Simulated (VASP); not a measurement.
# Sb5Se (P4/mmm) in VASP: a series of runs

Sb5Se is run at these levels: PBE; tasks: single point, relaxation of cell and atoms.

Program: VASP 6.6.1. These are calculated values, not measurements. Logs are shortened: lines on timing, memory, paths and dates and some standing lists are left out, and cuts for length are marked.

## Step 1: The cell of the first run

Symmetry: P4/mmm, No. 123, tetragonal system. Conventional cell: a = 3.495 Å, b = 3.495 Å, c = 12.981 Å, α = 90.00°, β = 90.00°, γ = 90.00°. Within 4.6 Å of Sb (site symmetry 4mm) lie 13 Sb at 3.37 to 4.57 Å and 1 Se at 4.20 Å. Within 4.1 Å of Sb (site symmetry 4mm) lie 4 Se at 3.11 Å and 9 Sb at 3.39 to 3.77 Å. Within 4.4 Å of Sb (site symmetry 4/mmm) lie 12 Sb at 3.37 to 3.50 Å. Within 4.3 Å of Se (site symmetry 4/mmm) lie 10 Sb at 3.11 to 4.20 Å and 4 Se at 3.50 Å.

The cell was generated, and may not be a known phase.

## Step 2: Single point, PBE

Contents of INCAR:

```
PREC = Accurate ; ENCUT = 520
EDIFF = 1E-6 ; ISMEAR = 0
SIGMA = 0.1 ; LREAL = False
LASPH = True ; NELM = 80
ALGO = Normal ; ISIF = 2
LWAVE = False ; LCHARG = False
GGA = PE ; NBANDS = 24
```

Contents of KPOINTS:

```
Automatic mesh
0
Gamma
  6 6 1
```

Contents of POSCAR:

```
Sb5Se
1.0
    3.4951918490      0.0000000000      0.0000000000
    0.0000000000      3.4951918490      0.0000000000
    0.0000000000      0.0000000000     12.9810067285
Sb Se
5 1
Direct
    0.5000000000      0.5000000000      0.3238017992
    0.5000000000      0.5000000000      0.6761982008
    0.0000000000      0.0000000000      0.1453041081
    0.0000000000      0.0000000000      0.8546958919
    0.0000000000      0.0000000000      0.5000000000
    0.5000000000      0.5000000000      0.0000000000
```

Potentials or basis: VASP PAW PBE potentials, release 64 (Sb, Se).

Launch:

```bash
> cat potpaw_PBE.64/Sb/POTCAR potpaw_PBE.64/Se/POTCAR > POTCAR
> mpirun -np 1 vasp_std > vasp.out
```

OUTCAR:

```text
PREC = Accurate
   ENCUT = 520
   EDIFF = 1E-6
   ISMEAR = 0
   LREAL = False
   LASPH = True
   NELM = 80
   ISIF = 2
   GGA = PE

 ion  position               nearest neighbor table
   1  0.500  0.500  0.324-   5 3.37   5 3.37   5 3.37   5 3.37   3 3.39   3 3.39   3 3.39   3 3.39

   2  0.500  0.500  0.676-   5 3.37   5 3.37   5 3.37   5 3.37   4 3.39   4 3.39   4 3.39   4 3.39

   3  0.000  0.000  0.145-   6 3.11   6 3.11   6 3.11   6 3.11   1 3.39   1 3.39   1 3.39   1 3.39
                             4 3.77
   4  0.000  0.000  0.855-   6 3.11   6 3.11   6 3.11   6 3.11   2 3.39   2 3.39   2 3.39   2 3.39
                             3 3.77
   5  0.000  0.000  0.500-   1 3.37   2 3.37   1 3.37   2 3.37   1 3.37   2 3.37   1 3.37   2 3.37

   6  0.500  0.500  0.000-   3 3.11   4 3.11   3 3.11   4 3.11   3 3.11   4 3.11   3 3.11   4 3.11

  LATTYP: Found a simple tetragonal cell.
 ALAT       =     3.4951918490
 C/A-ratio  =     3.7139611470

  Lattice vectors:

 A1 = (   3.4951918490,   0.0000000000,   0.0000000000)
 A2 = (   0.0000000000,   3.4951918490,   0.0000000000)
 A3 = (   0.0000000000,   0.0000000000,  12.9810067285)

Analysis of symmetry for initial positions (statically):
=====================================================================
 Subroutine PRICEL returns:
 Original cell was already a primitive cell.

 Routine SETGRP: Setting up the symmetry group for a
 simple tetragonal supercell.

 Subroutine GETGRP returns: Found 16 space group operations
 (whereof 16 operations were pure point group operations)
 out of a pool of 16 trial point group operations.

The static configuration has the point symmetry D_4h.

Analysis of symmetry for dynamics (positions and initial velocities):
=====================================================================
 Subroutine PRICEL returns:
 Original cell was already a primitive cell.

 Routine SETGRP: Setting up the symmetry group for a
 simple tetragonal supercell.

 Subroutine GETGRP returns: Found 16 space group operations
 (whereof 16 operations were pure point group operations)
 out of a pool of 16 trial point group operations.

The dynamic configuration has the point symmetry D_4h.

 Subroutine INISYM returns: Found 16 space group operations
 (whereof 16 operations are pure point group operations),
 and found     1 'primitive' translations

----------------------------------------------------------------------------------------

                                     Primitive cell

  volume of cell :     158.5807

  direct lattice vectors                    reciprocal lattice vectors
     3.495191849  0.000000000  0.000000000     0.286107328  0.000000000  0.000000000
     0.000000000  3.495191849  0.000000000     0.000000000  0.286107328  0.000000000
     0.000000000  0.000000000 12.981006729     0.000000000  0.000000000  0.077035628

  length of vectors
     3.495191849  3.495191849 12.981006729     0.286107328  0.286107328  0.077035628

  position of ions in fractional coordinates (direct lattice)
     0.500000000  0.500000000  0.323801799
     0.500000000  0.500000000  0.676198201
     0.000000000  0.000000000  0.145304108
     0.000000000  0.000000000  0.854695892
     0.000000000  0.000000000  0.500000000
     0.500000000  0.500000000  0.000000000

  ion indices of the primitive-cell ions
   primitive index   ion index
                 1           1
                 2           2
                 3           3
                 4           4
                 5           5
                 6           6

----------------------------------------------------------------------------------------

 KPOINTS: Automatic mesh

Automatic generation of k-mesh.
 Grid dimensions read from file:
 generate k-points for:    6    6    1

 Generating k-lattice:

  Cartesian coordinates                     Fractional coordinates (reciprocal lattice)
     0.047684555  0.000000000  0.000000000     0.166666667  0.000000000  0.000000000
     0.000000000  0.047684555  0.000000000     0.000000000  0.166666667  0.000000000
     0.000000000  0.000000000  0.077035628     0.000000000  0.000000000  1.000000000

  Length of vectors
     0.047684555  0.047684555  0.077035628

  Shift w.r.t. Gamma in fractional coordinates (k-lattice)
     0.000000000  0.000000000  0.000000000

 Subroutine IBZKPT returns following result:
 ===========================================

 Found     10 irreducible k-points:

 Following reciprocal coordinates:
            Coordinates               Weight
  0.000000  0.000000  0.000000      1.000000
  0.166667  0.000000  0.000000      4.000000
  0.333333  0.000000  0.000000      4.000000
  0.500000  0.000000  0.000000      2.000000
  0.166667  0.166667  0.000000      4.000000
  0.333333  0.166667  0.000000      8.000000
  0.500000  0.166667  0.000000      4.000000
  0.333333  0.333333  0.000000      4.000000
  0.500000  0.333333  0.000000      4.000000
  0.500000  0.500000  0.000000      1.000000
[... 34 lines left out ...]
   EFERMI_NEDOS =   21; number of points for ismear=-14 and -15
   IALGO  =     38    algorithm
   IMIX   =      4    mixing-type and parameters
     AMIX     =   0.40;   BMIX     =  1.00
     AMIX_MAG =   1.60;   BMIX_MAG =  1.00
  volume/ion in A,a.u.               =      26.43       178.36
  Fermi-wavevector in a.u.,A,eV,Ry     =   0.950120  1.795467 12.282368  0.902729
  Thomas-Fermi vector in A             =   2.078467
   LORBIT       =      0    0 simple, 1 ext, 2 COOP (PROOUT), +10 PAW based schemes
   GGA     = PE    functional components
   LHFCALC =     F    Hartree Fock is set to
   AEXX    =    0.0000 exact exchange contribution
   IVDW    =     0    specifies the selected vdW correction
   LEPSILON=     F    determine dielectric tensor
   LRPA    =     F    only Hartree local field effects (RPA)
 non-spin polarized calculation
 Gauss-broadening in eV      SIGMA  =   0.10
  energy-cutoff  :      520.00
  volume of cell :      158.58
 maximum number of plane-waves:      4313
 NGX is ok and might be reduce to    28
   NGX = 13   NGY = 13   NGZ = 49

 number of electron      30.9999999 magnetization

 Free energy of the ion-electron system (eV)
  ---------------------------------------------------
  ext. energy  EPLUGINS =         0.00000000
  ---------------------------------------------------
  free energy    TOTEN  =       -22.72340780 eV

  energy without entropy =      -22.70523690  energy(sigma->0) =      -22.71432235

 E-fermi :   8.0109     XC(G=0): -10.1698

 val. band max:        7.9959280712   @ k =   0.1667   0.0000   0.0000
 cond. band min:       8.0322905520   @ k =   0.0000   0.0000   0.0000
 fundamental gap:      0.0363624808
 Fermi energy:         8.0109331756

 k-point     1 :       0.0000    0.0000    0.0000
  band No.  band energies     occupation
      1      -6.6209      2.00000
      2      -4.4214      2.00000
      3      -4.0156      2.00000
      4      -2.1581      2.00000
      5      -1.7488      2.00000
      6       0.5801      2.00000
[... 16 lines left out ...]
     23      11.9054      0.00000
     24      12.6527      0.00000

 k-point     2 :       0.1667    0.0000    0.0000
  band No.  band energies     occupation
      1      -6.3712      2.00000
      2      -4.1001      2.00000
      3      -3.6894      2.00000
      4      -1.9706      2.00000
      5      -1.4858      2.00000
      6       0.3681      2.00000
[... 16 lines left out ...]
     23      11.8415      0.00000
     24      12.0639      0.00000

 k-point     3 :       0.3333    0.0000    0.0000
  band No.  band energies     occupation
      1      -5.7306      2.00000
      2      -3.1758      2.00000
      3      -2.7448      2.00000
      4      -1.7626      2.00000
      5      -0.9401      2.00000
      6      -0.4551      2.00000
[... 16 lines left out ...]
     23      11.7167      0.00000
     24      11.7289      0.00000
[... 136 lines left out ...]
 k-point     9 :       0.5000    0.3333    0.0000
  band No.  band energies     occupation
      1      -4.7192      2.00000
      2      -1.0671      2.00000
      3      -0.6051      2.00000
      4      -0.4677      2.00000
      5      -0.3805      2.00000
      6      -0.3517      2.00000
[... 16 lines left out ...]
     23       8.6835      0.00000
     24       8.8847      0.00000

 k-point    10 :       0.5000    0.5000    0.0000
  band No.  band energies     occupation
      1      -4.4945      2.00000
      2      -0.2798      2.00000
      3       0.0753      2.00000
      4       0.1510      2.00000
      5       0.2090      2.00000
      6       0.2461      2.00000
[... 16 lines left out ...]
     23       9.1926      0.00000
     24       9.1926      0.00000

------------------------ aborting loop because EDIFF is reached ----------------------------------------

  FORCE on cell =-STRESS in cart. coord.  units (eV):
  Direction    XX          YY          ZZ          XY          YZ          ZX
  --------------------------------------------------------------------------------------
  -------------------------------------------------------------------------------------
  Total       -0.1162835     -0.1162835     -0.1759899      0.0000000     -0.0000000     -0.0000000
  in kB       -1.1748385     -1.1748385     -1.7780660      0.0000000     -0.0000000     -0.0000000
  external PRESSURE =      -1.3759144 kB  Pullay stress =       0.0000000 kB

 VOLUME and BASIS-vectors are now :
 -----------------------------------------------------------------------------
  energy-cutoff  :      520.00
  volume of cell :      158.58
      direct lattice vectors                 reciprocal lattice vectors
     3.495191849  0.000000000  0.000000000     0.286107328  0.000000000  0.000000000
     0.000000000  3.495191849  0.000000000     0.000000000  0.286107328  0.000000000
     0.000000000  0.000000000 12.981006729     0.000000000  0.000000000  0.077035628

 POSITION                                       TOTAL-FORCE (eV/Angst)
 -----------------------------------------------------------------------------------
      1.74760      1.74760      4.20327         0.000000     -0.000000      0.002801
      1.74760      1.74760      8.77773        -0.000000      0.000000     -0.002801
      0.00000      0.00000      1.88619         0.000000      0.000000      0.007726
      0.00000      0.00000     11.09481         0.000000      0.000000     -0.007726
      0.00000      0.00000      6.49050         0.000000      0.000000      0.000000
      1.74760      1.74760      0.00000         0.000000      0.000000      0.000000
 -----------------------------------------------------------------------------------
    total drift:                               -0.000000      0.000000     -0.000000

  FREE ENERGIE OF THE ION-ELECTRON SYSTEM (eV)
  ---------------------------------------------------
  free  energy   TOTEN  =       -22.7234077951 eV

  energy  without entropy=      -22.7052368999  energy(sigma->0) =      -22.71432235
```

It took 20 s on 1 thread of Intel Xeon 6975P-C (Granite Rapids), shared host; peak memory 0.27 GiB.

Results:

- Free energy: -22.7234 eV
- Pressure: -0.1 GPa
- Largest force: 0.008 eV/Å
- Band gap on the k mesh: zero (an odd number of electrons rules out a gap without spin polarisation)

Forces in eV/Å, atoms in the order of the input:
```
Sb   0.000  0.000  0.003
Sb   0.000  0.000 -0.003
Sb   0.000  0.000  0.008
Sb   0.000  0.000 -0.008
Sb   0.000  0.000  0.000
Se   0.000  0.000  0.000
```

Levels at points of the mesh, in eV from the Fermi level:
```tsv
k point	band 12	band 13	band 14	band 15	band 16	band 17	band 18	band 19
(0.00, 0.00, 0.00)	0.02	0.02	0.45	0.45	1.91	1.96	2.42	2.42
(0.50, 0.00, 0.00)	-1.87	-1.46	-0.79	-0.70	2.12	2.34	2.52	2.61
(0.50, 0.50, 0.00)	-4.19	-2.88	-1.78	-1.74	-1.74	-1.70	-1.70	-1.44
```

Caveat: the k points lie up to 0.48 Å⁻¹ apart, too coarse for converged energies and pressures of a metal; spin-orbit coupling is left out, which moves the levels of the heavy elements; an odd number of electrons without spin polarisation forces a metal; a magnetic or distorted state may lie lower.

## Step 3: Single point, PBE

This run uses another cell than the first one, of 26.22 Å³/atom.

Contents of INCAR:

```
SYSTEM = Sb5Se
ALGO = Normal
EDIFF = 1E-6
ENCUT = 520
GGA = PE
ISIF = 2
ISMEAR = 0
LASPH = .True.
LCHARG = .False.
LREAL = .False.
LWAVE = .False.
NBANDS = 24
NELM = 80
PREC = Accurate
SIGMA = 0.1
```

Contents of KPOINTS:

```
k-points
0
Gamma
  6 6 2
  0 0 0
```

Contents of POSCAR:

```
Sb5Se
1.0
    3.6778318589      0.0000000000      0.0000000000
    0.0000000000      3.6778318589      0.0000000000
    0.0000000000      0.0000000000     11.6319851227
Sb Se
5 1
Direct
    0.5000000000      0.5000000000      0.3301902495
    0.5000000000      0.5000000000      0.6698097505
    0.0000000000      0.0000000000      0.1510133050
    0.0000000000      0.0000000000      0.8489866950
    0.0000000000      0.0000000000      0.5000000000
    0.5000000000      0.5000000000      0.0000000000
```

Potentials or basis: VASP PAW PBE potentials, release 64 (Sb, Se).

Launch:

```bash
> cat potpaw_PBE.64/Sb/POTCAR potpaw_PBE.64/Se/POTCAR > POTCAR
> mpirun -np 1 vasp_std > vasp.out
```

It took 30 s on 1 thread of Intel Xeon 6975P-C (Granite Rapids), shared host; peak memory 0.27 GiB.

Results (log left out):

```yaml
Free_energy: -22.9247 eV
Pressure: -0.2 GPa
Largest_force: 0.026 eV/Å
Band_gap_on_the_k_mesh: zero (an odd number of electrons rules out a gap without spin polarisation)
```

Forces in eV/Å, atoms in the order of the input:
```
Sb   0.000  0.000  0.021
Sb   0.000  0.000 -0.021
Sb   0.000  0.000  0.026
Sb   0.000  0.000 -0.026
Sb   0.000  0.000  0.000
Se   0.000  0.000  0.000
```

Levels at points of the mesh, in eV from the Fermi level:
| k point | band 13 | band 14 | band 15 | band 16 | band 17 | band 18 |
| --- | --- | --- | --- | --- | --- | --- |
| (0.00, 0.00, 0.00) | -0.87 | -0.16 | -0.16 | 1.77 | 1.78 | 2.26 |
| (0.50, 0.00, 0.00) | -0.62 | -0.35 | 0.53 | 1.25 | 1.57 | 1.78 |
| (0.50, 0.50, 0.00) | -2.73 | -1.85 | -1.69 | -1.50 | -0.97 | -0.97 |
| (0.00, 0.00, 0.50) | -0.06 | -0.01 | 0.55 | 0.55 | 1.09 | 1.09 |
| (0.50, 0.00, 0.50) | -1.04 | 1.34 | 1.41 | 1.42 | 1.53 | 1.54 |
| (0.50, 0.50, 0.50) | -3.00 | -2.71 | -2.71 | -2.47 | -0.86 | -0.14 |

Caveat: spin-orbit coupling is left out, which moves the levels of the heavy elements; an odd number of electrons without spin polarisation forces a metal; a magnetic or distorted state may lie lower.

## Step 4: Relaxation of cell and atoms, PBE

This run uses another cell than the first one, of 31.61 Å³/atom.

Contents of INCAR:

```
ALGO = Normal
EDIFF = 1E-6
EDIFFG = -0.04
ENCUT = 600
GGA = PE
IBRION = 2
ISIF = 3
ISMEAR = 0
LASPH = T
LCHARG = F
LREAL = F
LWAVE = F
NELM = 100
NSW = 90
PREC = Accurate
SIGMA = 0.1
```

Contents of KPOINTS:

```
k-points
0
Gamma
  6 6 1
```

Contents of POSCAR:

```
Sb5Se
1.0
    3.5507875300      0.0000000000      0.0000000000
    0.0000000000      3.5507875300      0.0000000000
    0.0000000000      0.0000000000     15.0410216500
Sb Se
5 1
Direct
    0.5000000000      0.5000000000      0.3344822800
    0.5000000000      0.5000000000      0.6655177200
    0.0000000000      0.0000000000      0.1759868000
    0.0000000000      0.0000000000      0.8240132000
    0.0000000000      0.0000000000      0.5000000000
    0.5000000000      0.5000000000      0.0000000000
```

Launch:

```bash
> cat potpaw_PBE.64/Sb/POTCAR potpaw_PBE.64/Se/POTCAR > POTCAR
> mpirun -np 1 vasp_std > vasp.out
```

It took 9.2 min on 1 thread of Intel Xeon 6975P-C (Granite Rapids), shared host; peak memory 0.34 GiB.

It converged, with:

* Free energy: -22.6785 eV
* Relaxed volume: 26.65 Å³/atom
* Relaxed cell: a = 3.634 Å, b = 3.634 Å, c = 12.105 Å, α = 90.00°, β = 90.00°, γ = 90.00°
* Space group after relaxing (to 0.1 Å): P4/mmm (No. 123)
* Energy gained by relaxing: 207.4 meV/atom
* Ionic steps: 42
* Pressure after relaxing: 0.0 GPa
* Largest force after relaxing: 0.012 eV/Å

Forces on the atoms (eV/Å):
```
Sb   0.000  0.000 -0.001
Sb   0.000  0.000  0.001
Sb   0.000  0.000 -0.012
Sb   0.000  0.000  0.012
Sb   0.000  0.000  0.000
Se   0.000  0.000  0.000
```

Stress tensor (GPa, compression positive):
```
 0.03  0.00  0.00
 0.00  0.03  0.00
 0.00  0.00 -0.07
```

The path:
| step | energy change (eV) | largest force (eV/Å) | pressure (GPa) | volume (Å³) |
| --- | --- | --- | --- | --- |
| 1 | 0.0000 | 0.1275 | -6.61 | 189.64 |
| 3 | -0.6727 | 0.5551 | 0.05 | 161.60 |
| 5 | -0.7541 | 0.2984 | 0.35 | 159.65 |
| 7 | -0.7899 | 0.2285 | 1.17 | 157.18 |
| 9 | -0.8955 | 0.1726 | -0.27 | 161.09 |
| 11 | -0.9083 | 0.3545 | -0.89 | 164.40 |
| 13 | -0.9685 | 0.3677 | 1.22 | 158.81 |
| 15 | -1.0324 | 0.7377 | -0.19 | 161.75 |
| 17 | -1.0809 | 0.4174 | -0.55 | 161.98 |
| 19 | -1.1151 | 0.2408 | 0.96 | 157.43 |
| 21 | -1.1727 | 0.1395 | 0.44 | 158.43 |
| 23 | -1.1747 | 0.1416 | -0.12 | 159.92 |
| 25 | -1.1830 | 0.1552 | 0.03 | 159.50 |
| 27 | -1.2129 | 0.1015 | 0.88 | 157.61 |
| 29 | -1.2143 | 0.0515 | 0.71 | 157.94 |
| 31 | -1.2188 | 0.1208 | 0.66 | 158.16 |
| 33 | -1.2193 | 0.1619 | 0.65 | 158.26 |
| 35 | -1.2255 | 0.1271 | 0.31 | 159.08 |
| 37 | -1.2275 | 0.0545 | -1.09 | 162.78 |
| 39 | -1.2349 | 0.0410 | -0.41 | 160.92 |
| 41 | -1.2397 | 0.0354 | 0.29 | 159.11 |
| 42 | -1.2446 | 0.0123 | 0.00 | 159.88 |

Final structure:
```yaml
crystal:
  lattice:
    - [3.63428, 0.00000, 0.00000]
    - [0.00000, 3.63428, 0.00000]
    - [0.00000, 0.00000, 12.10474]
  atoms:
    - { symbol: Sb, position: [0.50000, 0.50000, 0.33650] }
    - { symbol: Sb, position: [0.50000, 0.50000, 0.66350] }
    - { symbol: Sb, position: [0.00000, 0.00000, 0.14141] }
    - { symbol: Sb, position: [0.00000, 0.00000, 0.85859] }
    - { symbol: Sb, position: [0.00000, 0.00000, 0.50000] }
    - { symbol: Se, position: [0.50000, 0.50000, 0.00000] }
```

Levels at points of the mesh, in eV from the Fermi level:
| k point | band 12 | band 13 | band 14 | band 15 | band 16 | band 17 | band 18 | band 19 |
| --- | --- | --- | --- | --- | --- | --- | --- | --- |
| (0.00, 0.00, 0.00) | -0.85 | -0.85 | 0.26 | 0.26 | 1.30 | 1.82 | 2.35 | 2.35 |
| (0.50, 0.00, 0.00) | -1.23 | -1.04 | -0.67 | 0.14 | 1.34 | 1.74 | 1.76 | 2.13 |
| (0.50, 0.50, 0.00) | -3.80 | -2.85 | -1.95 | -1.65 | -1.52 | -1.47 | -1.47 | -0.87 |

Caveat: the k points lie up to 0.52 Å⁻¹ apart in the final cell; the volume moved by over 15 % at a fixed basis, so the end points are rough; the highest band is partly filled, so the run has too few bands; spin-orbit coupling is left out, which moves the levels of the heavy elements.

## Step 5: Summary

| task | cell | k mesh | cutoff (eV) | gap on the mesh (eV) | pressure (GPa) | largest force (eV/Å) |
| --- | --- | --- | --- | --- | --- | --- |
| single point | a = 3.495, b = 3.495, c = 12.981 Å, 6 atoms, atomic positions A | 6 × 6 × 1 | 520 | none | -0.1 | 0.01 |
| single point | a = 3.678, b = 3.678, c = 11.632 Å, 6 atoms, atomic positions B | 6 × 6 × 2 | 520 | none | -0.2 | 0.03 |
| relaxation of cell and atoms | relaxed from a = 3.551, b = 3.551, c = 15.041 Å, 6 atoms, atomic positions C | 6 × 6 × 1 | 600 | - | 0.0 | 0.01 |

Alike in all rows: level PBE; potentials or basis VASP PAW PBE potentials, release 64 (Sb, Se); no spin polarisation; smearing gaussian 0.1 eV.

Caveats: some runs use coarse meshes; spin-orbit coupling is left out, which moves the levels of the heavy elements; an odd number of electrons without spin polarisation forces a metal (at least some runs); a magnetic or distorted state may lie lower (at least some runs); the volume moved by over 15 % at a fixed basis, so the end points are rough (at least some runs); the highest band is partly filled, so the run has too few bands (at least some runs).

Total energies depend on the potentials used, so only differences within one code and one set of settings carry meaning.

The gap in the log of VASP goes by the Fermi energy; the results here count the filled bands.